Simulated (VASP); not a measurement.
Write the native input for VASP 6.6.1 that does the following.

| Quantity | Value |
| --- | --- |
| Task | single point |
| Functional | PBEsol |
| Potentials or basis | VASP PAW PBE potentials, release 64 (Al, Cu) |
| Cutoff | 520 eV |
| k mesh | 12 × 12 × 8 |
| Occupations | gaussian, width 0.1 eV |
| Spin | no spin polarisation |
| Dipole correction | no |
| Further INCAR settings | ALGO = Fast; EDIFF = 1e-06; NBANDS = 24 |

The structure of Al3Cu2 lies in POSCAR:

```
Al3Cu2
1.0
    3.9248577373      0.0000000000      0.0000000000
   -1.9624288687      3.3990265068      0.0000000000
    0.0000000000      0.0000000000      4.7809628236
Al Cu
3 2
Direct
    0.0000000000      0.0000000000      0.0000000000
    0.3333333333      0.6666666667      0.3535141255
    0.6666666667      0.3333333333      0.6464858745
    0.3333333333      0.6666666667      0.8440686000
    0.6666666667      0.3333333333      0.1559314000
```

This cell differs from its parent crystal: volume scaled by 0.88, then relaxed in part.

These files were run (other wordings do the same):

INCAR

```
ALGO = Fast
EDIFF = 1E-6
ENCUT = 520
GGA = PS
ISIF = 2
ISMEAR = 0
LASPH = T
LCHARG = F
LREAL = F
LWAVE = F
NBANDS = 24
NELM = 60
PREC = Accurate
SIGMA = 0.1
```

KPOINTS

```
k-points
0
Gamma
  12 12 8
```

Potentials or basis: VASP PAW PBE potentials, release 64 (Al, Cu).

Command:

```bash
$ cat potpaw_PBE.64/Al/POTCAR potpaw_PBE.64/Cu/POTCAR > POTCAR
$ mpirun -np 1 vasp_std > vasp.out
```

It gave:

```
Pressure : 20.1 GPa
```

Caveat: the PAW data sets were made with another functional, which shifts forces and pressure a little.

Wall time 120 s on 1 thread of Intel(R) Xeon(R) 6975P-C (Granite Rapids) (shared host), peak memory 0.29 GiB.
